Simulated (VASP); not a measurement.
The system is KCl.

```
K Cl
1.0
     0.00000    3.18885    3.18885
     3.18885    0.00000    3.18885
     3.18885    3.18885    0.00000
K Cl
1 1
Direct
  0.00000 0.00000 0.00000
  0.50000 0.50000 0.50000
```

```yaml
Program: VASP 6.6.1
Task: relaxation of cell and atoms
Functional: r2SCAN
Potentials_or_basis: VASP PAW PBE potentials, release 64 (K_sv, Cl)
Cutoff: 600 eV
k_mesh: 6 × 6 × 6
Occupations: fermi-dirac, width 0.02 eV
Spin: no spin polarisation
```

At the start: pressure -0.7 GPa; volume 32.43 Å³/atom.

**Question.** How do energy, volume and symmetry change on relaxing?

**Answer.** Over 3 steps the energy falls by 2.7 meV/atom and the volume is 31.21 Å³/atom (-3.7 %); space group Fm-3m (No. 225, to 0.1 Å) before and after.

The path:
```
step  energy change (eV)  largest force (eV/Å)  pressure (GPa)  volume (Å³)
   1              0.0000                0.0000           -0.69        64.85
   2             -0.0042                0.0000           -0.35        63.56
   3             -0.0055                0.0000           -0.02        62.43
```

Final structure:
```yaml
crystal:
  lattice:
    - [0.00000, 3.14858, 3.14858]
    - [3.14858, 0.00000, 3.14858]
    - [3.14858, 3.14858, 0.00000]
  atoms:
    - { symbol: K, position: [0.00000, 0.00000, 0.00000] }
    - { symbol: Cl, position: [0.50000, 0.50000, 0.50000] }
```

Caveat: the PAW data sets were made with another functional, which shifts forces and pressure a little.
